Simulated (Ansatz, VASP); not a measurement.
This is a calculation of Na for Ansatz 0.2.0.

File input.yaml:

```yaml
crystal:
  lattice:
    - [-2.09818, 2.09818, 2.141]
    - [2.09818, -2.09818, 2.141]
    - [2.09818, 2.09818, -2.141]
  atoms:
    - { symbol: Na, position: [0.0, 0.0, 0.0] }
kpoints:
  mp_grid: { grid: [9, 9, 9] }
scf:
  occupations: { method: fermi_dirac, width: 0.05 }
hamiltonian:
  xc: pbesol
  pseudopotentials: { kind: all_electron, lapw: { basis_error: 0.001 } }
output:
  forces: true
  stress: true
  eigenvalues: true
```

Potentials or basis: all-electron LAPW, scalar-relativistic.

Run with:

```bash
$ ansatz run input.yaml --threads 1 --pin off --max-ram 3072MiB --backend cpu --events-out ev --progress --plain --runs-dir out
```

Problem. Translate it to VASP 6.6.1. Potentials there: VASP PAW PBE potentials, release 64 (Na_pv).

Solution. As run (the cutoff follows the program's own potentials):

The input INCAR:

```
  PREC = Accurate
  ENCUT = 500
  EDIFF = 1E-6
  ISMEAR = -1
  SIGMA = 0.05
  LREAL = F
  LASPH = T
  NELM = 120
  ALGO = Normal
  ISIF = 2
  LWAVE = F
  LCHARG = F
  GGA = PS
  NBANDS = 10
  GGA_COMPAT = F
```

Contents of KPOINTS:

```
regular mesh
0
Gamma
  9 9 9
```

Contents of POSCAR:

```
Na
1.0
   -2.0981800000      2.0981800000      2.1410000000
    2.0981800000     -2.0981800000      2.1410000000
    2.0981800000      2.0981800000     -2.1410000000
Na
1
Direct
    0.0000000000      0.0000000000      0.0000000000
```

Potentials or basis: VASP PAW PBE potentials, release 64 (Na_pv).

Command:

```bash
$ cat potpaw_PBE.64/Na_pv/POTCAR > POTCAR
$ mpirun -np 1 vasp_std > vasp.out
```

Both were run:

|  | VASP | Ansatz | Ansatz less VASP |
| --- | --- | --- | --- |
| gap on the k mesh at the Fermi level (eV) | none | none | - |
| pressure (GPa) | -0.3 | -0.3 | +0.04 |
| traceless stress, the component that is largest in VASP (GPa) | -0.06 | -0.05 | +0.001 |

VASP's potentials were made for PBE, not for PBEsol. A gap of «none» marks a metal or a gap that the smearing closes. Ansatz ran all-electron here, and VASP with PAW potentials.
